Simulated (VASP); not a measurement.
# BAs in VASP: further runs

BAs is run at these levels: PBE; tasks: electric field gradients.

All numbers are computed with VASP 6.6.1; they aren't measurements. Logs are shortened: lines on timing, memory, paths and dates and some standing lists are left out, and cuts for length are marked.

## (1) The cell of the first run

The structure is cubic, space group F-43m (No. 216). Conventional cell: a = 4.777 Å, b = 4.777 Å, c = 4.777 Å, α = 90.00°, β = 90.00°, γ = 90.00°. Within 2.7 Å of B (site symmetry -43m) lie 4 As at 2.07 Å. Within 2.7 Å of As (site symmetry -43m) lie 4 B at 2.07 Å.

## (2) Electric field gradients, PBE, non-collinear spin, zero start, spin-orbit coupling

Input file INCAR:

```
SYSTEM = BAs
PREC = Accurate
ENCUT = 520
EDIFF = 1E-8
ISMEAR = -1
SIGMA = 0.03
LREAL = .FALSE.
LASPH = .TRUE.
NELM = 150
ALGO = Normal
ISIF = 2
LWAVE = .FALSE.
LCHARG = .FALSE.
MAGMOM = 0 0 0 0 0 0
LORBIT = 11
LSORBIT = .TRUE.
GGA_COMPAT = .FALSE.
LORBMOM = .TRUE.
GGA = PE
LEFG = .TRUE.
NBANDS = 20
```

Input file KPOINTS:

```
Automatic mesh
0
G
  15 15 15
  0 0 0
```

Input file POSCAR:

```
BAs
1.0
    0.0000000000      2.3885000000      2.3885000000
    2.3885000000      0.0000000000      2.3885000000
    2.3885000000      2.3885000000      0.0000000000
B As
1 1
Direct
    0.0000000000      0.0000000000      0.0000000000
    0.7500000000      0.7500000000      0.7500000000
```

Potentials or basis: VASP PAW PBE potentials, release 64 (B, As).

Started as:

```console
$ cat potpaw_PBE.64/B/POTCAR potpaw_PBE.64/As/POTCAR > POTCAR
$ mpirun -np 1 vasp_ncl > vasp.out
```

OUTCAR:

```text
SYSTEM = BAs
   PREC = Accurate
   ENCUT = 520
   EDIFF = 1E-8
   ISMEAR = -1
   LREAL = .FALSE.
   LASPH = .TRUE.
   NELM = 150
   ISIF = 2
   LORBIT = 11
   LSORBIT = .TRUE.
   GGA = PE

 ion  position               nearest neighbor table
   1  0.000  0.000  0.000-   2 2.07   2 2.07   2 2.07   2 2.07
   2  0.750  0.750  0.750-   1 2.07   1 2.07   1 2.07   1 2.07

  LATTYP: Found a face centered cubic cell.
 ALAT       =     4.7770000000

  Lattice vectors:

 A1 = (   0.0000000000,   2.3885000000,   2.3885000000)
 A2 = (   2.3885000000,   0.0000000000,   2.3885000000)
 A3 = (   2.3885000000,   2.3885000000,   0.0000000000)

Analysis of symmetry for initial positions (statically):
=====================================================================
 Subroutine PRICEL returns:
 Original cell was already a primitive cell.

 Routine SETGRP: Setting up the symmetry group for a
 face centered cubic supercell.

 Subroutine GETGRP returns: Found 24 space group operations
 (whereof 24 operations were pure point group operations)
 out of a pool of 48 trial point group operations.

The static configuration has the point symmetry T_d .

Analysis of symmetry for dynamics (positions and initial velocities):
=====================================================================
 Subroutine PRICEL returns:
 Original cell was already a primitive cell.

 Routine SETGRP: Setting up the symmetry group for a
 face centered cubic supercell.

 Subroutine GETGRP returns: Found 24 space group operations
 (whereof 24 operations were pure point group operations)
 out of a pool of 48 trial point group operations.

The dynamic configuration has the point symmetry T_d .

Analysis of structural, dynamic, and magnetic symmetry:
=====================================================================
 Subroutine PRICEL returns:
 Original cell was already a primitive cell.

 Routine SETGRP: Setting up the symmetry group for a
 face centered cubic supercell.

 Subroutine GETGRP returns: Found 24 space group operations
 (whereof 24 operations were pure point group operations)
 out of a pool of 48 trial point group operations.

The overall configuration has the point symmetry T_d .

 Subroutine INISYM returns: Found 24 space group operations
 (whereof 24 operations are pure point group operations),
 and found     1 'primitive' translations

----------------------------------------------------------------------------------------
[... 761 lines left out ...]
----------------------------------------------------------------------
 ion       Cq(MHz)       eta       Q (mb)
----------------------------------------------------------------------
   1      -0.000       0.000       1.000
   2       0.000       0.000       1.000
----------------------------------------------------------------------

 orbital moment (x)

 # of ion     p       d       tot
 ----------------------------------------
  1        -0.000   0.000  -0.000
  2         0.000  -0.000   0.000
 ----------------------------------------
           -0.000  -0.000  -0.000

 orbital moment (y)

 # of ion     p       d       tot
 ----------------------------------------
  1        -0.000   0.000  -0.000
  2         0.000  -0.000   0.000
 ----------------------------------------
            0.000  -0.000   0.000

 orbital moment (z)

 # of ion     p       d       tot
 ----------------------------------------
  1         0.000   0.000   0.000
  2        -0.000  -0.000  -0.000
 ----------------------------------------
           -0.000  -0.000  -0.000

 Spin-Orbit-Coupling matrix elements

 Ion:    1  E_soc:     -0.0000101
 l=   1
     0.0000000    -0.0000017    -0.0000017
    -0.0000017     0.0000000    -0.0000017
    -0.0000017    -0.0000017     0.0000000
 l=   2
     0.0000000     0.0000000     0.0000000     0.0000000     0.0000000
     0.0000000     0.0000000     0.0000000     0.0000000     0.0000000
     0.0000000     0.0000000     0.0000000     0.0000000     0.0000000
     0.0000000     0.0000000     0.0000000     0.0000000     0.0000000
     0.0000000     0.0000000     0.0000000     0.0000000     0.0000000
 l=   3
     0.0000000     0.0000000     0.0000000     0.0000000     0.0000000     0.0000000     0.0000000
     0.0000000     0.0000000     0.0000000     0.0000000     0.0000000     0.0000000     0.0000000
     0.0000000     0.0000000     0.0000000     0.0000000     0.0000000     0.0000000     0.0000000
     0.0000000     0.0000000     0.0000000     0.0000000     0.0000000     0.0000000     0.0000000
     0.0000000     0.0000000     0.0000000     0.0000000     0.0000000     0.0000000     0.0000000
     0.0000000     0.0000000     0.0000000     0.0000000     0.0000000     0.0000000     0.0000000
     0.0000000     0.0000000     0.0000000     0.0000000     0.0000000     0.0000000     0.0000000

 Ion:    2  E_soc:     -0.0212447
 l=   1
     0.0000000    -0.0035150    -0.0035150
    -0.0035150     0.0000000    -0.0035150
    -0.0035150    -0.0035150     0.0000000
 l=   2
     0.0000000    -0.0000130     0.0000000    -0.0000130    -0.0000128
    -0.0000130     0.0000000    -0.0000096    -0.0000130    -0.0000032
     0.0000000    -0.0000096     0.0000000    -0.0000096     0.0000000
    -0.0000130    -0.0000130    -0.0000096     0.0000000    -0.0000032
    -0.0000128    -0.0000032     0.0000000    -0.0000032     0.0000000
 l=   3
     0.0000000     0.0000000     0.0000000     0.0000000     0.0000000     0.0000000     0.0000000
     0.0000000     0.0000000     0.0000000     0.0000000     0.0000000     0.0000000     0.0000000
     0.0000000     0.0000000     0.0000000     0.0000000     0.0000000     0.0000000     0.0000000
     0.0000000     0.0000000     0.0000000     0.0000000     0.0000000     0.0000000     0.0000000
     0.0000000     0.0000000     0.0000000     0.0000000     0.0000000     0.0000000     0.0000000
     0.0000000     0.0000000     0.0000000     0.0000000     0.0000000     0.0000000     0.0000000
     0.0000000     0.0000000     0.0000000     0.0000000     0.0000000     0.0000000     0.0000000

 total charge

# of ion       s       p       d       tot
------------------------------------------
    1        0.660   1.180   0.000   1.840
    2        1.172   1.662   0.089   2.924
--------------------------------------------------
tot          1.832   2.842   0.089   4.764

 magnetization (x)

# of ion       s       p       d       tot
------------------------------------------
    1        0.000   0.000   0.000   0.000
    2       -0.000   0.000  -0.000  -0.000
--------------------------------------------------
tot          0.000   0.000  -0.000   0.000

 magnetization (y)

# of ion       s       p       d       tot
------------------------------------------
    1        0.000   0.000   0.000   0.000
    2       -0.000   0.000   0.000   0.000
--------------------------------------------------
tot         -0.000   0.000   0.000   0.000

 magnetization (z)

# of ion       s       p       d       tot
------------------------------------------
    1        0.000   0.000   0.000   0.000
    2       -0.000   0.000  -0.000  -0.000
--------------------------------------------------
tot          0.000   0.000  -0.000   0.000
```

It took 3.3 min on 1 thread of Intel Xeon Platinum 8488C (Sapphire Rapids), shared host; peak memory 0.35 GiB.

What came out:

```
Free energy                                           : -11.4174 eV
Pressure                                              : 3.4 GPa
Net moment                                            : 0.00 μB per cell
Valence electrons inside the program's atomic spheres : B 1.84; As 2.92
```

Moments on the atoms (μB; x, y, z):
```
B   0.00 0.00 0.00
As  0.00 0.00 0.00
```

Caveat: without QUAD_EFG the Cq values of the log hold for a quadrupole moment of 1 mb, not for the nuclei.

## (3) Electric field gradients, PBE (equal xx and yy strain of -2 %)

Input file INCAR:

```
  PREC = Accurate
  ENCUT = 520
  EDIFF = 1E-8
  ISMEAR = -1
  SIGMA = 0.03
  LREAL = False
  LASPH = True
  NELM = 60
  ALGO = Normal
  ISIF = 2
  LWAVE = False
  LCHARG = False
  GGA = PE
  LEFG = True
  NBANDS = 11
```

Input file KPOINTS:

```
Automatic mesh
0
Gamma
  15 15 15
```

Input file POSCAR:

```
BAs
1.0
    0.0000000000      2.3407300000      2.3885000000
    2.3407300000      0.0000000000      2.3885000000
    2.3407300000      2.3407300000      0.0000000000
B As
1 1
Direct
    0.0000000000      0.0000000000      0.0000000000
    0.7500000000      0.7500000000      0.7500000000
```

Potentials or basis: VASP PAW PBE potentials, release 64 (B, As).

Started as:

```console
$ cat potpaw_PBE.64/B/POTCAR potpaw_PBE.64/As/POTCAR > POTCAR
$ mpirun -np 1 vasp_std > vasp.out
```

OUTCAR:

```text
PREC = Accurate
   ENCUT = 520
   EDIFF = 1E-8
   ISMEAR = -1
   LREAL = False
   LASPH = True
   NELM = 60
   ISIF = 2
   GGA = PE

 ion  position               nearest neighbor table
   1  0.000  0.000  0.000-   2 2.04   2 2.04   2 2.04   2 2.04
   2  0.750  0.750  0.750-   1 2.04   1 2.04   1 2.04   1 2.04

  LATTYP: Found a body centered tetragonal cell.
 ALAT       =     3.3102921119
 C/A-ratio  =     1.4430750636

  Lattice vectors:

 A1 = (  -2.3407300000,   0.0000000000,   2.3885000000)
 A2 = (   2.3407300000,   0.0000000000,   2.3885000000)
 A3 = (   0.0000000000,   2.3407300000,  -2.3885000000)

Analysis of symmetry for initial positions (statically):
=====================================================================
 Subroutine PRICEL returns:
 Original cell was already a primitive cell.

 Routine SETGRP: Setting up the symmetry group for a
 body centered tetragonal supercell.

[... 524 lines left out ...]
  volume of cell :       26.17
      direct lattice vectors                 reciprocal lattice vectors
     0.000000000  2.340730000  2.388500000    -0.213608575  0.213608575  0.209336404
     2.340730000  0.000000000  2.388500000     0.213608575 -0.213608575  0.209336404
     2.340730000  2.340730000  0.000000000     0.213608575  0.213608575 -0.209336404

 POSITION                                       TOTAL-FORCE (eV/Angst)
 -----------------------------------------------------------------------------------
      0.00000      0.00000      0.00000        -0.000000     -0.000000     -0.000000
      3.51110      3.51110      3.58275         0.000000      0.000000      0.000000
 -----------------------------------------------------------------------------------
    total drift:                                0.000000      0.000000      0.000000

  FREE ENERGIE OF THE ION-ELECTRON SYSTEM (eV)
  ---------------------------------------------------
  free  energy   TOTEN  =       -11.3577730638 eV

  energy  without entropy=      -11.3577730636  energy(sigma->0) =      -11.35777306

 Electric field gradients (V/A^2)
---------------------------------------------------------------------
 ion       V_xx      V_yy      V_zz      V_xy      V_xz      V_yz
---------------------------------------------------------------------
   1      -0.096    -0.096     0.192    -0.000    -0.000    -0.000
   2      -1.287    -1.287     2.574     0.000     0.000     0.000
---------------------------------------------------------------------

 Electric field gradients after diagonalization (V/A^2)
 (convention: |V_zz| > |V_xx| > |V_yy|)
----------------------------------------------------------------------
 ion       V_xx      V_yy      V_zz     asymmetry (V_yy - V_xx)/ V_zz
----------------------------------------------------------------------
   1      -0.096    -0.096     0.192       0.000
   2      -1.287    -1.287     2.574       0.000
----------------------------------------------------------------------

           NMR quadrupolar parameters

 Cq : quadrupolar parameter    Cq=e*Q*V_zz/h
 eta: asymmetry parameters     (V_yy - V_xx)/ V_zz
 Q  : nuclear electric quadrupole moment in mb (millibarn)
----------------------------------------------------------------------
 ion       Cq(MHz)       eta       Q (mb)
----------------------------------------------------------------------
   1       0.000       0.000       1.000
   2       0.006       0.000       1.000
----------------------------------------------------------------------
```

stdout:

```text
POSCAR found type information on POSCAR B As
 POSCAR found :  2 types and       2 ions
 scaLAPACK will be used
 LDA part: xc-table for (Slater+PW92), standard interpolation
 POSCAR, INCAR and KPOINTS ok, starting setup
 FFT: planning ... GRIDC
 FFT: planning ... GRID_SOFT
 FFT: planning ... GRID
 WAVECAR not read
 entering main loop
ion   1

ion   2
```

Wall time 2 min (1 thread of AMD EPYC 7R13 (Zen 3), shared host); peak memory 0.19 GiB.

What came out:

```
Free energy            : -11.3578 eV
Pressure               : 9.8 GPa
Band gap on the k mesh : 0.98 eV, indirect (least direct gap 3.22 eV)
```

Stress tensor (GPa, compression positive):
```
11.30  0.00  0.00
 0.00 11.30  0.00
 0.00  0.00  6.86
```

Levels at points of the mesh, in eV from the valence-band top:
| k point | band 2 | band 3 | band 4 | band 5 | band 6 | band 7 |
| --- | --- | --- | --- | --- | --- | --- |
| (0.00, 0.00, 0.00) | -0.21 | 0.00 | 0.00 | 3.22 | 3.22 | 3.35 |

Electric field gradients, principal values (V/Å²):
```csv
atom,least,middle,greatest (by size)
1 B,-0.096,-0.096,0.192
2 As,-1.287,-1.287,2.574
```

Caveat: the cell differs from its parent crystal (equal xx and yy strain of -2 %); without QUAD_EFG the Cq values of the log hold for a quadrupole moment of 1 mb, not for the nuclei. A k mesh can miss the band edges.

[end of part 1 of 2]
